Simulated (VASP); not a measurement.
# Pt in VASP: single point with r2SCAN

Aim: the single point of Pt with r2SCAN.

Program: VASP 6.6.1. These are calculated values, not measurements. Logs are shortened: lines on timing, memory, paths and dates and some standing lists are left out, and cuts for length are marked.

## (1) The cell of the first run

The cell holds a slab with vacuum, 7 atoms: a = 2.786 Å, b = 2.786 Å, c = 26.821 Å, α = 90.00°, β = 90.00°, γ = 90.00°.

## (2) Single point, r2SCAN

POSCAR

```
Pt
1.0
    2.7861346167      0.0000000000      0.0000000000
    0.0000000000      2.7861346167      0.0000000000
    0.0000000000      0.0000000000     26.8205680848
Pt
7
Direct
    0.5000000000      0.5000000000      0.2796361351
    0.0000000000      0.0000000000      0.3530907567
    0.5000000000      0.5000000000      0.4265453784
    0.0000000000      0.0000000000      0.5000000000
    0.5000000000      0.5000000000      0.5734546216
    0.0000000000      0.0000000000      0.6469092433
    0.5000000000      0.5000000000      0.7203638649
```

INCAR.step1

```
SYSTEM = Pt
  PREC = Accurate
  ENCUT = 520
  ISMEAR = 0
  SIGMA = 0.1
  LREAL = .FALSE.
  LASPH = .TRUE.
  NELM = 80
  LDIPOL = .TRUE.
  IDIPOL = 3
  DIPOL = 0.5 0.5 0.500
  NBANDS = 44
  GGA = PE
  ALGO = Normal
  EDIFF = 1E-4
  LWAVE = .TRUE.
  LCHARG = .FALSE.
```

INCAR.step2

```
SYSTEM = Pt
  PREC = Accurate
  ENCUT = 520
  EDIFF = 1E-6
  ISMEAR = 0
  SIGMA = 0.1
  LREAL = .FALSE.
  LASPH = .TRUE.
  NELM = 80
  ALGO = Normal
  ISIF = 2
  LWAVE = .FALSE.
  LCHARG = .FALSE.
  LDIPOL = .TRUE.
  IDIPOL = 3
  DIPOL = 0.5 0.5 0.500
  METAGGA = R2SCAN
  LMIXTAU = .TRUE.
  NBANDS = 44
  ISTART = 1
```

KPOINTS

```
regular mesh
0
G
  12 12 1
  0 0 0
```

Potentials or basis: VASP PAW PBE potentials, release 64 (Pt).

On the command line:

```
cat potpaw_PBE.64/Pt/POTCAR > POTCAR
cp INCAR.step1 INCAR
mpirun -np 1 vasp_std > vasp.out
cp INCAR.step2 INCAR
mpirun -np 1 vasp_std > vasp.out
```

OUTCAR:

```text
SYSTEM = Pt
   PREC = Accurate
   ENCUT = 520
   EDIFF = 1E-6
   ISMEAR = 0
   LREAL = .FALSE.
   LASPH = .TRUE.
   NELM = 80
   ISIF = 2
   METAGGA = R2SCAN
   ISTART = 1

 ion  position               nearest neighbor table
   1  0.500  0.500  0.280-   2 2.79   2 2.79   2 2.79   2 2.79
   2  0.000  0.000  0.353-   1 2.79   1 2.79   1 2.79   1 2.79   3 2.79   3 2.79   3 2.79   3 2.79

   3  0.500  0.500  0.427-   4 2.79   4 2.79   4 2.79   4 2.79   2 2.79   2 2.79   2 2.79   2 2.79

   4  0.000  0.000  0.500-   3 2.79   5 2.79   3 2.79   5 2.79   3 2.79   5 2.79   3 2.79   5 2.79

   5  0.500  0.500  0.573-   4 2.79   4 2.79   4 2.79   4 2.79   6 2.79   6 2.79   6 2.79   6 2.79

   6  0.000  0.000  0.647-   7 2.79   7 2.79   7 2.79   7 2.79   5 2.79   5 2.79   5 2.79   5 2.79

   7  0.500  0.500  0.720-   6 2.79   6 2.79   6 2.79   6 2.79

  LATTYP: Found a simple tetragonal cell.
 ALAT       =     2.7861346167
 C/A-ratio  =     9.6264437203

  Lattice vectors:

 A1 = (   2.7861346167,   0.0000000000,   0.0000000000)
 A2 = (   0.0000000000,   2.7861346167,   0.0000000000)
 A3 = (   0.0000000000,   0.0000000000,  26.8205680848)

Analysis of symmetry for initial positions (statically):
=====================================================================
 Subroutine PRICEL returns:
 Original cell was already a primitive cell.

 Routine SETGRP: Setting up the symmetry group for a
 simple tetragonal supercell.

 Subroutine GETGRP returns: Found 16 space group operations
 (whereof 16 operations were pure point group operations)
 out of a pool of 16 trial point group operations.

The static configuration has the point symmetry D_4h.

Analysis of symmetry for dynamics (positions and initial velocities):
=====================================================================
 Subroutine PRICEL returns:
 Original cell was already a primitive cell.

 Routine SETGRP: Setting up the symmetry group for a
 simple tetragonal supercell.

 Subroutine GETGRP returns: Found 16 space group operations
 (whereof 16 operations were pure point group operations)
 out of a pool of 16 trial point group operations.

The dynamic configuration has the point symmetry D_4h.

 Subroutine INISYM returns: Found 16 space group operations
 (whereof 16 operations are pure point group operations),
 and found     1 'primitive' translations
[... 113 lines left out ...]
   POTIM  = 0.5000    time-step for ionic-motion
   TEBEG  =    0.0;   TEEND  =   0.0 temperature during run
   PSTRESS=    0.0 pullay stress
   NELECT =      70.0000    total number of electrons
   NUPDOWN=      -1.0000    fix difference up-down
   EMIN   =  10.00;   EMAX   =-10.00  energy-range for DOS
   EFERMI =   0.00;   METHOD = LEGACY
   ISMEAR =     0;   SIGMA  =   0.10  broadening in eV -4-tet -1-fermi 0-gaus
   EFERMI_NEDOS =   21; number of points for ismear=-14 and -15
   IALGO  =     38    algorithm
   IMIX   =      4    mixing-type and parameters
     AMIX     =   0.40;   BMIX     =  1.00
     AMIX_MAG =   1.60;   BMIX_MAG =  1.00
  volume/ion in A,a.u.               =      29.74       200.71
  Fermi-wavevector in a.u.,A,eV,Ry     =   1.138370  2.151207 17.631604  1.295886
  Thomas-Fermi vector in A             =   2.275075
   LORBIT       =      0    0 simple, 1 ext, 2 COOP (PROOUT), +10 PAW based schemes
   METAGGA = R2SCAN    functional components
   LHFCALC =     F    Hartree Fock is set to
   AEXX    =    0.0000 exact exchange contribution
   IVDW    =     0    specifies the selected vdW correction
   LEPSILON=     F    determine dielectric tensor
   LRPA    =     F    only Hartree local field effects (RPA)
 non-spin polarized calculation
 Gauss-broadening in eV      SIGMA  =   0.10
  energy-cutoff  :      520.00
  volume of cell :      208.20
 maximum number of plane-waves:      5656
 NGX is ok and might be reduce to    24
   NGX = 11   NGY = 11   NGZ = 99

 dipolmoment           0.000000      0.000000     -0.000000 electrons x Angstroem

 number of electron      69.9999994 magnetization

 dipolmoment           0.000000      0.000000      0.000000 electrons x Angstroem

 Free energy of the ion-electron system (eV)
  ---------------------------------------------------
  ext. energy  EPLUGINS =         0.00000000
  ---------------------------------------------------
  free energy    TOTEN  =      -358.53612525 eV

  energy without entropy =     -358.46127866  energy(sigma->0) =     -358.49870195

 E-fermi :   2.6704     XC(G=0):  -8.1144

 val. band max:        2.6617699259   @ k =   0.5000   0.2500   0.0000
 cond. band min:       2.6715322569   @ k =   0.4167   0.4167   0.0000
 fundamental gap:      0.0097623310
 Fermi energy:         2.6704109672

 k-point     1 :       0.0000    0.0000    0.0000
  band No.  band energies     occupation
      1      -7.3907      2.00000
      2      -6.5980      2.00000
      3      -5.4874      2.00000
      4      -4.4838      2.00000
      5      -4.3720      2.00000
      6      -3.9298      2.00000
[... 1117 lines left out ...]
     43       9.1625      0.00000
     44       9.8899      0.00000

 [... further k-points ...]

------------------------ aborting loop because EDIFF is reached ----------------------------------------

 vacuum level on the upper side and lower side of the slab       (xc-potential included)        -0.135        -0.135

  FORCE on cell =-STRESS in cart. coord.  units (eV):
  Direction    XX          YY          ZZ          XY          YZ          ZX
  --------------------------------------------------------------------------------------
  -------------------------------------------------------------------------------------
  Total       -4.5057378     -4.5057378     -1.1626056      0.0000000      0.0000000      0.0000000
  in kB      -34.6740310    -34.6740310     -8.9468637      0.0000000      0.0000000      0.0000000
  external PRESSURE =     -26.0983086 kB  Pullay stress =       0.0000000 kB

 VOLUME and BASIS-vectors are now :
 -----------------------------------------------------------------------------
  energy-cutoff  :      520.00
  volume of cell :      208.20
      direct lattice vectors                 reciprocal lattice vectors
     2.786134617  0.000000000  0.000000000     0.358920202  0.000000000  0.000000000
     0.000000000  2.786134617  0.000000000     0.000000000  0.358920202  0.000000000
     0.000000000  0.000000000 26.820568085     0.000000000  0.000000000  0.037284818

 POSITION                                       TOTAL-FORCE (eV/Angst)
 -----------------------------------------------------------------------------------
      1.39307      1.39307      7.50000        -0.000000      0.000000      0.287299
      0.00000      0.00000      9.47009        -0.000000      0.000000     -0.238642
      1.39307      1.39307     11.44019        -0.000000      0.000000     -0.100503
      0.00000      0.00000     13.41028        -0.000000      0.000000     -0.000000
      1.39307      1.39307     15.38038         0.000000      0.000000      0.100503
      0.00000      0.00000     17.35047        -0.000000      0.000000      0.238642
      1.39307      1.39307     19.32057        -0.000000      0.000000     -0.287299
 -----------------------------------------------------------------------------------
    total drift:                                0.000000     -0.000000      0.000000

  FREE ENERGIE OF THE ION-ELECTRON SYSTEM (eV)
  ---------------------------------------------------
  free  energy   TOTEN  =      -358.5361252504 eV

  energy  without entropy=     -358.4612786556  energy(sigma->0) =     -358.49870195

 vacuum level on the upper side and lower side of the slab         8.340         8.340
```

OSZICAR.step1:

```text
N       E                     dE             d eps       ncg     rms          rms(c)
DAV:   1     0.470234210456E+03    0.47023E+03   -0.33465E+04  2464   0.142E+03
DAV:   2    -0.194005576790E+02   -0.48963E+03   -0.46027E+03  2924   0.298E+02
DAV:   3    -0.428276458558E+02   -0.23427E+02   -0.22089E+02  2904   0.587E+01
DAV:   4    -0.436410297967E+02   -0.81338E+00   -0.79373E+00  2972   0.107E+01
DAV:   5    -0.436645612217E+02   -0.23531E-01   -0.23508E-01  2912   0.188E+00    0.294E+01
DAV:   6    -0.486544922368E+02   -0.49899E+01   -0.43072E+01  2808   0.342E+01    0.328E+01
DAV:   7    -0.435837518368E+02    0.50707E+01   -0.32053E+01  2860   0.358E+01    0.180E+01
DAV:   8    -0.455423255352E+02   -0.19586E+01   -0.34350E+01  2740   0.299E+01    0.191E+01
DAV:   9    -0.412760613646E+02    0.42663E+01   -0.92629E+00  2628   0.204E+01    0.584E+00
DAV:  10    -0.411187614275E+02    0.15730E+00   -0.28021E+00  2692   0.109E+01    0.513E+00
DAV:  11    -0.409684568381E+02    0.15030E+00   -0.74320E-01  2608   0.638E+00    0.267E+00
DAV:  12    -0.409607800260E+02    0.76768E-02   -0.14406E-01  2776   0.210E+00    0.183E+00
DAV:  13    -0.409389416999E+02    0.21838E-01   -0.13954E-01  2640   0.235E+00    0.104E+00
DAV:  14    -0.409402561146E+02   -0.13144E-02   -0.92860E-02  2732   0.136E+00    0.981E-01
DAV:  15    -0.409352150612E+02    0.50411E-02   -0.91444E-03  2704   0.446E-01    0.403E-01
DAV:  16    -0.409339232817E+02    0.12918E-02   -0.79927E-03  2532   0.400E-01    0.153E-01
DAV:  17    -0.409338303880E+02    0.92894E-04   -0.42523E-04  1752   0.117E-01
   1 F= -.40933830E+02 E0= -.40894385E+02  d E =-.788903E-01
```

Wall time 21 min (1 thread of Intel Xeon Platinum 8375C at 2.90GHz (Ice Lake), shared host); peak memory 0.46 GiB.

Results:

| Property | Result |
| --- | --- |
| Free energy | -358.5361 eV |
| Largest force | 0.287 eV/Å |
| Band gap on the k mesh | zero (band 35 reaches 3.85 eV, above the bottom of band 36 at 2.21 eV) |

Forces in eV/Å, atoms in the order of the input:
```
Pt   0.000  0.000  0.287
Pt   0.000  0.000 -0.239
Pt   0.000  0.000 -0.101
Pt   0.000  0.000  0.000
Pt   0.000  0.000  0.101
Pt   0.000  0.000  0.239
Pt   0.000  0.000 -0.287
```

Levels at points of the mesh, in eV from the Fermi level:
```csv
k point,band 33,band 34,band 35,band 36,band 37,band 38
"(0.00, 0.00, 0.00)",-0.68,-0.55,-0.31,-0.02,-0.02,0.04
"(0.50, 0.00, 0.00)",-0.13,-0.08,0.03,0.40,1.07,1.45
"(0.50, 0.50, 0.00)",0.54,1.18,1.18,2.83,2.83,4.54
```

Caveat: the PAW data sets were made with another functional, which shifts forces and pressure a little; spin-orbit coupling is left out, which moves the levels of the heavy elements.
